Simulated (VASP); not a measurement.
# NaCl (Fm-3m) in VASP: single point with PBE

Aim: the single point of NaCl with PBE.

Program: VASP 6.6.1. These are calculated values, not measurements. Logs are shortened: lines on timing, memory, paths and dates and some standing lists are left out, and cuts for length are marked.

## Step 1: The cell of the first run

The structure is cubic, space group Fm-3m (No. 225). The conventional cell has a = 5.696 Å, b = 5.696 Å, c = 5.696 Å, α = 90.00°, β = 90.00°, γ = 90.00°. Within 3.8 Å of Na (site symmetry m-3m) lie 6 Cl at 2.85 Å. Within 3.8 Å of Cl (site symmetry m-3m) lie 6 Na at 2.85 Å.

## Step 2: Single point, PBE

The input, INCAR:

```
SYSTEM = NaCl
  PREC = Accurate
  ENCUT = 520
  EDIFF = 1E-7
  ISMEAR = 0
  SIGMA = 0.02
  LREAL = .FALSE.
  LASPH = .TRUE.
  NELM = 100
  ALGO = Normal
  ISIF = 2
  LWAVE = .FALSE.
  LCHARG = .FALSE.
  GGA = PE
  NBANDS = 14
```

The input, KPOINTS:

```
regular mesh
0
G
  8 8 8
  0 0 0
```

The input, POSCAR:

```
NaCl
1.0
    0.0000000000      2.8477875730      2.8477875730
    2.8477875730      0.0000000000      2.8477875730
    2.8477875730      2.8477875730      0.0000000000
Na Cl
1 1
Direct
    0.0000000000      0.0000000000      0.0000000000
    0.5000000000      0.5000000000      0.5000000000
```

Potentials or basis: VASP PAW PBE potentials, release 64 (Na_pv, Cl).

The run is started by

```console
> cat potpaw_PBE.64/Na_pv/POTCAR potpaw_PBE.64/Cl/POTCAR > POTCAR
> mpirun -np 1 vasp_std > vasp.out
```

OUTCAR:

```text
SYSTEM = NaCl
   PREC = Accurate
   ENCUT = 520
   EDIFF = 1E-7
   ISMEAR = 0
   LREAL = .FALSE.
   LASPH = .TRUE.
   NELM = 100
   ISIF = 2
   GGA = PE

 ion  position               nearest neighbor table
   1  0.000  0.000  0.000-
   2  0.500  0.500  0.500-

  LATTYP: Found a face centered cubic cell.
 ALAT       =     5.6955751460

  Lattice vectors:

 A1 = (   0.0000000000,   2.8477875730,   2.8477875730)
 A2 = (   2.8477875730,   0.0000000000,   2.8477875730)
 A3 = (   2.8477875730,   2.8477875730,   0.0000000000)

Analysis of symmetry for initial positions (statically):
=====================================================================
 Subroutine PRICEL returns:
 Original cell was already a primitive cell.

 Routine SETGRP: Setting up the symmetry group for a
 face centered cubic supercell.

 Subroutine GETGRP returns: Found 48 space group operations
 (whereof 48 operations were pure point group operations)
 out of a pool of 48 trial point group operations.

The static configuration has the point symmetry O_h .

Analysis of symmetry for dynamics (positions and initial velocities):
=====================================================================
 Subroutine PRICEL returns:
 Original cell was already a primitive cell.

 Routine SETGRP: Setting up the symmetry group for a
 face centered cubic supercell.

 Subroutine GETGRP returns: Found 48 space group operations
 (whereof 48 operations were pure point group operations)
 out of a pool of 48 trial point group operations.

The dynamic configuration has the point symmetry O_h .

 Subroutine INISYM returns: Found 48 space group operations
 (whereof 48 operations are pure point group operations),
 and found     1 'primitive' translations

----------------------------------------------------------------------------------------

                                     Primitive cell

  volume of cell :      46.1905

  direct lattice vectors                    reciprocal lattice vectors
     0.000000000  2.847787573  2.847787573    -0.175574894  0.175574894  0.175574894
     2.847787573  0.000000000  2.847787573     0.175574894 -0.175574894  0.175574894
     2.847787573  2.847787573  0.000000000     0.175574894  0.175574894 -0.175574894

  length of vectors
     4.027379808  4.027379808  4.027379808     0.304104636  0.304104636  0.304104636

  position of ions in fractional coordinates (direct lattice)
     0.000000000  0.000000000  0.000000000
     0.500000000  0.500000000  0.500000000

  ion indices of the primitive-cell ions
   primitive index   ion index
                 1           1
                 2           2

----------------------------------------------------------------------------------------

 KPOINTS: regular mesh

Automatic generation of k-mesh.
 Grid dimensions read from file:
 generate k-points for:    8    8    8

 Generating k-lattice:

  Cartesian coordinates                     Fractional coordinates (reciprocal lattice)
    -0.021946862  0.021946862  0.021946862     0.125000000  0.000000000  0.000000000
     0.021946862 -0.021946862  0.021946862     0.000000000  0.125000000  0.000000000
     0.021946862  0.021946862 -0.021946862     0.000000000  0.000000000  0.125000000

  Length of vectors
     0.038013080  0.038013080  0.038013080

  Shift w.r.t. Gamma in fractional coordinates (k-lattice)
     0.000000000  0.000000000  0.000000000

 Subroutine IBZKPT returns following result:
 ===========================================

 Found     29 irreducible k-points:

 Following reciprocal coordinates:
            Coordinates               Weight
  0.000000  0.000000  0.000000      1.000000
  0.125000  0.000000  0.000000      8.000000
  0.250000  0.000000  0.000000      8.000000
  0.375000  0.000000  0.000000      8.000000
  0.500000  0.000000  0.000000      4.000000
  0.125000  0.125000  0.000000      6.000000
[... 16 lines left out ...]
  0.500000  0.250000  0.125000     48.000000
 -0.375000  0.250000  0.125000     24.000000
 [... further k-points ...]
   k-points           NKPTS =     29   k-points in BZ     NKDIM =     29   number of bands    NBANDS=     14
   number of dos      NEDOS =    301   number of ions     NIONS =      2
   total plane-waves  NPLWV =  27000
   dimension x,y,z NGX =    30 NGY =   30 NGZ =   30
   dimension x,y,z NGXF=    60 NGYF=   60 NGZF=   60
   ions per type =               1   1
   NGX,Y,Z   is equivalent  to a cutoff of  12.38, 12.38, 12.38 a.u.
   NGXF,Y,Z  is equivalent  to a cutoff of  24.77, 24.77, 24.77 a.u.
 SYSTEM =  NaCl
   PREC   = accura    normal or accurate (medium, high low for compatibility)
   ISTART =      0    job   : 0-new  1-cont  2-samecut
   ICHARG =      2    charge: 1-file 2-atom 10-const
   ISPIN  =      1    spin polarized calculation?
   LNONCOLLINEAR =      F non collinear calculations
   LSORBIT =      F    spin-orbit coupling
   LASPH  =      T    aspherical Exc in radial PAW
   ENCUT  =  520.0 eV  38.22 Ry    6.18 a.u.   7.49  7.49  7.49*2*pi/ulx,y,z
   NELM   =    100;   NELMIN=  2; NELMDL= -5     # of ELM steps
   EDIFF  = 0.1E-06   stopping-criterion for ELM
   LREAL  =      F    real-space projection
   EDIFFG = 0.1E-05   stopping-criterion for IOM
   NSW    =      0    number of steps for IOM
   IBRION =     -1    ionic relax: 0-MD 1-quasi-New 2-CG
   NFREE  =      0    steps in history (QN), initial steepest desc. (CG)
   ISIF   =      2    stress and relaxation
   ISYM   =      2    0-nonsym 1-usesym 2-fastsym
   POTIM  = 0.5000    time-step for ionic-motion
   TEBEG  =    0.0;   TEEND  =   0.0 temperature during run
   PSTRESS=    0.0 pullay stress
   NELECT =      14.0000    total number of electrons
   NUPDOWN=      -1.0000    fix difference up-down
   EMIN   =  10.00;   EMAX   =-10.00  energy-range for DOS
   EFERMI =   0.00;   METHOD = LEGACY
   ISMEAR =     0;   SIGMA  =   0.02  broadening in eV -4-tet -1-fermi 0-gaus
   EFERMI_NEDOS =   21; number of points for ismear=-14 and -15
   IALGO  =     38    algorithm
   IMIX   =      4    mixing-type and parameters
     AMIX     =   0.40;   BMIX     =  1.00
     AMIX_MAG =   1.60;   BMIX_MAG =  1.00
  volume/ion in A,a.u.               =      23.10       155.85
  Fermi-wavevector in a.u.,A,eV,Ry     =   1.099681  2.078095 16.453492  1.209298
  Thomas-Fermi vector in A             =   2.236079
   LORBIT       =      0    0 simple, 1 ext, 2 COOP (PROOUT), +10 PAW based schemes
   GGA     = PE    functional components
   LHFCALC =     F    Hartree Fock is set to
   AEXX    =    0.0000 exact exchange contribution
   IVDW    =     0    specifies the selected vdW correction
   LEPSILON=     F    determine dielectric tensor
   LRPA    =     F    only Hartree local field effects (RPA)
 non-spin polarized calculation
 Gauss-broadening in eV      SIGMA  =   0.02
  energy-cutoff  :      520.00
  volume of cell :       46.19
 maximum number of plane-waves:      1265
 NGX is ok and might be reduce to    30
   NGX = 15   NGY = 15   NGZ = 15

 number of electron      13.9999992 magnetization

 Free energy of the ion-electron system (eV)
  ---------------------------------------------------
  ext. energy  EPLUGINS =         0.00000000
  ---------------------------------------------------
  free energy    TOTEN  =        -6.77789269 eV

  energy without entropy =       -6.77789269  energy(sigma->0) =       -6.77789269

 E-fermi :  -0.7033     XC(G=0):  -8.0411

 val. band max:       -0.8981216420   @ k =   0.0000   0.0000   0.0000
 cond. band min:       4.0981137993   @ k =   0.0000   0.0000   0.0000
 fundamental gap:      4.9962354413
 Fermi energy:        -0.7033007642

 k-point     1 :       0.0000    0.0000    0.0000
  band No.  band energies     occupation
      1     -21.7748      2.00000
      2     -21.7747      2.00000
      3     -21.7747      2.00000
      4     -13.4925      2.00000
      5      -0.8981      2.00000
      6      -0.8981      2.00000
      7      -0.8981      2.00000
      8       4.0981      0.00000
      9      10.1905      0.00000
     10      10.1905      0.00000
     11      10.1905      0.00000
     12      12.3133      0.00000
     13      12.3133      0.00000
     14      13.8720      0.00000

 k-point     2 :       0.1250    0.0000    0.0000
  band No.  band energies     occupation
      1     -21.7785      2.00000
      2     -21.7750      2.00000
      3     -21.7750      2.00000
      4     -13.4494      2.00000
      5      -1.2498      2.00000
      6      -0.9363      2.00000
      7      -0.9363      2.00000
      8       4.5818      0.00000
      9       9.6450      0.00000
     10      10.3745      0.00000
     11      10.3745      0.00000
     12      12.0394      0.00000
     13      12.0394      0.00000
     14      14.7420      0.00000

 k-point     3 :       0.2500    0.0000    0.0000
  band No.  band energies     occupation
      1     -21.7875      2.00000
      2     -21.7757      2.00000
      3     -21.7757      2.00000
      4     -13.3426      2.00000
      5      -1.9448      2.00000
      6      -1.0256      2.00000
      7      -1.0256      2.00000
      8       5.5545      0.00000
      9       9.0439      0.00000
     10      10.4390      0.00000
     11      10.4390      0.00000
     12      12.2465      0.00000
     13      12.2465      0.00000
     14      14.4854      0.00000
[... 324 lines left out ...]
 k-point    23 :       0.5000    0.2500    0.1250
  band No.  band energies     occupation
      1     -21.7932      2.00000
      2     -21.7815      2.00000
      3     -21.7779      2.00000
      4     -13.1895      2.00000
      5      -2.3610      2.00000
      6      -1.5470      2.00000
      7      -1.2362      2.00000
      8       7.1505      0.00000
      9       8.5639      0.00000
     10       8.9784      0.00000
     11      10.9040      0.00000
     12      12.7055      0.00000
     13      14.9719      0.00000
     14      15.4652      0.00000

 k-point    24 :      -0.3750    0.2500    0.1250
  band No.  band energies     occupation
      1     -21.7951      2.00000
      2     -21.7819      2.00000
      3     -21.7786      2.00000
      4     -13.1545      2.00000
      5      -2.4716      2.00000
      6      -1.6205      2.00000
      7      -1.2868      2.00000
      8       7.3560      0.00000
      9       8.5097      0.00000
     10       9.2485      0.00000
     11      10.7247      0.00000
     12      13.2996      0.00000
     13      14.5206      0.00000
     14      15.5723      0.00000

 [... further k-points ...]

------------------------ aborting loop because EDIFF is reached ----------------------------------------

  FORCE on cell =-STRESS in cart. coord.  units (eV):
  Direction    XX          YY          ZZ          XY          YZ          ZX
  --------------------------------------------------------------------------------------
  -------------------------------------------------------------------------------------
  Total       -0.0080220     -0.0080220     -0.0080220      0.0000000     -0.0000000     -0.0000000
  in kB       -0.2782517     -0.2782517     -0.2782517      0.0000000     -0.0000000     -0.0000000
  external PRESSURE =      -0.2782517 kB  Pullay stress =       0.0000000 kB

 VOLUME and BASIS-vectors are now :
 -----------------------------------------------------------------------------
  energy-cutoff  :      520.00
  volume of cell :       46.19
      direct lattice vectors                 reciprocal lattice vectors
     0.000000000  2.847787573  2.847787573    -0.175574894  0.175574894  0.175574894
     2.847787573  0.000000000  2.847787573     0.175574894 -0.175574894  0.175574894
     2.847787573  2.847787573  0.000000000     0.175574894  0.175574894 -0.175574894

 POSITION                                       TOTAL-FORCE (eV/Angst)
 -----------------------------------------------------------------------------------
      0.00000      0.00000      0.00000        -0.000000      0.000000      0.000000
      2.84779      2.84779      2.84779         0.000000     -0.000000     -0.000000
 -----------------------------------------------------------------------------------
    total drift:                               -0.000000      0.000000      0.000000

  FREE ENERGIE OF THE ION-ELECTRON SYSTEM (eV)
  ---------------------------------------------------
  free  energy   TOTEN  =        -6.7778926858 eV

  energy  without entropy=       -6.7778926858  energy(sigma->0) =       -6.77789269
```

It took 12 s on 1 thread of Intel Xeon Platinum 8488C (Sapphire Rapids), shared host; peak memory 0.16 GiB.

Results:

```yaml
Free_energy: -6.7779 eV
Pressure: 0.0 GPa
Band_gap_on_the_k_mesh: 5.00 eV
```

A k mesh can miss the band edges. PBE gaps usually lie below the measured ones, often by a third to a half.
